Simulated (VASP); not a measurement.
Input of a VASP 6.6.1 run:

Contents of INCAR:

```
  PREC = Accurate
  ENCUT = 520
  EDIFF = 1E-7
  ISMEAR = 0
  SIGMA = 0.1
  LREAL = F
  LASPH = T
  NELM = 80
  ALGO = Normal
  ISIF = 2
  LWAVE = F
  LCHARG = T
  GGA = PE
  LELF = T
  LVHAR = T
  NBANDS = 30
```

KPOINTS

```
Automatic mesh
0
Gamma
  4 4 4
```

File POSCAR:

```
Sn3H
1.0
   -2.9717411012      2.9717411012      2.9717411012
    2.9717411012     -2.9717411012      2.9717411012
    2.9717411012      2.9717411012     -2.9717411012
Sn H
3 1
Direct
    0.0000000000      0.5000000000      0.5000000000
    0.5000000000      0.0000000000      0.5000000000
    0.5000000000      0.5000000000      0.0000000000
    0.0000000000      0.0000000000      0.0000000000
```

Potentials or basis: VASP PAW PBE potentials, release 64 (Sn_d, H).

Command:

```bash
$ cat potpaw_PBE.64/Sn_d/POTCAR potpaw_PBE.64/H/POTCAR > POTCAR
$ mpirun -np 1 vasp_std > vasp.out
```

Predict the pressure.

-0.4 GPa.

Caveat: the k points lie up to 0.37 Å⁻¹ apart.
